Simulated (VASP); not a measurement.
Wanted: the native input for a VASP 6.6.1 run.

```
Task                   : single point
Functional             : r2SCAN
Potentials or basis    : VASP PAW PBE potentials, release 64 (Sc_sv)
Cutoff                 : 520 eV
k mesh                 : 10 × 10 × 6
Occupations            : fermi-dirac, width 0.1 eV
Spin                   : no spin polarisation
Dipole correction      : no
Further INCAR settings : ALGO = Normal; EDIFF = 1e-06; NBANDS = 18
```

Sc:

```
Sc
1.0
     3.37390    0.00000    0.00000
    -1.68695    2.92188    0.00000
     0.00000    0.00000    5.37672
Sc
2
Direct
  0.33333 0.66667 0.25000
  0.66667 0.33333 0.75000
```

One way to write it, as run:

POSCAR

```
Sc
1.0
    3.3738988294      0.0000000000      0.0000000000
   -1.6869494147      2.9218820337      0.0000000000
    0.0000000000      0.0000000000      5.3767242965
Sc
2
Direct
    0.3333333333      0.6666666667      0.2500000000
    0.6666666667      0.3333333333      0.7500000000
```

INCAR.step1

```
SYSTEM = Sc
  PREC = Accurate
  ENCUT = 520
  ISMEAR = -1
  SIGMA = 0.1
  LREAL = .FALSE.
  LASPH = .TRUE.
  NELM = 60
  NBANDS = 18
  GGA = PE
  ALGO = Normal
  EDIFF = 1E-4
  LWAVE = .TRUE.
  LCHARG = .FALSE.
```

INCAR.step2

```
SYSTEM = Sc
  PREC = Accurate
  ENCUT = 520
  EDIFF = 1E-6
  ISMEAR = -1
  SIGMA = 0.1
  LREAL = .FALSE.
  LASPH = .TRUE.
  NELM = 60
  ALGO = Normal
  ISIF = 2
  LWAVE = .FALSE.
  LCHARG = .FALSE.
  METAGGA = R2SCAN
  LMIXTAU = .TRUE.
  NBANDS = 18
  ISTART = 1
```

KPOINTS

```
regular mesh
0
G
  10 10 6
  0 0 0
```

Potentials or basis: VASP PAW PBE potentials, release 64 (Sc_sv).

Run with:

```console
$ cat potpaw_PBE.64/Sc_sv/POTCAR > POTCAR
$ cp INCAR.step1 INCAR
$ mpirun -np 1 vasp_std > vasp.out
$ cp INCAR.step2 INCAR
$ mpirun -np 1 vasp_std > vasp.out
```

Results of the run:

```json
{
 "Pressure": "-2.7 GPa",
 "Band gap on the k mesh": "zero (bands 11 and 12 overlap by 1.39 eV)"
}
```

Caveat: the PAW data sets were made with another functional, which shifts forces and pressure a little.

Wall time 2.1 min on 1 thread of AMD EPYC 9R45 96-Core Processor (Zen 5), on a shared host, peak memory 0.17 GiB.
